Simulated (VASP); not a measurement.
# Pt: single point with r2SCAN

Crystal: Pt.

```
Pt
1.0
     0.00000    1.92087    1.92087
     1.92087    0.00000    1.92087
     1.92087    1.92087    0.00000
Pt
1
Direct
  0.00000 0.00000 0.00000
```

* Program: VASP 6.6.1
* Task: single point
* Functional: r2SCAN
* Potentials or basis: VASP PAW PBE potentials, release 64 (Pt)
* Cutoff: 550 eV
* k mesh: 12 × 12 × 12
* Occupations: fermi-dirac, width 0.05 eV
* Spin: no spin polarisation
* Dipole correction: no
* Further INCAR settings: ALGO = Normal; EDIFF = 1e-06; NBANDS = 11

- Pressure: 26.8 GPa
- Band gap on the k mesh: zero (bands 5 and 6 overlap by 2.65 eV)

Levels at points of the mesh, in eV from the Fermi level:
```
           k point  band 3  band 4  band 5  band 6  band 7  band 8
(0.00, 0.00, 0.00)   -4.35   -4.35   -1.95   -1.95   15.24   20.79
(0.50, 0.00, 0.00)   -4.47   -0.60    0.02    0.02    6.66   14.91
(0.50, 0.50, 0.00)   -0.06    0.58    0.58    1.80   10.05   12.21
```

Wall time 35 s on 1 thread of Intel(R) Xeon(R) Platinum 8259CL CPU @ 2.50GHz (Skylake/Cascade Lake) (shared host), peak memory 0.15 GiB.

Caveat: the cell stands under pressure; the PAW data sets were made with another functional, which shifts forces and pressure a little; spin-orbit coupling is left out, which moves the levels of the heavy elements.
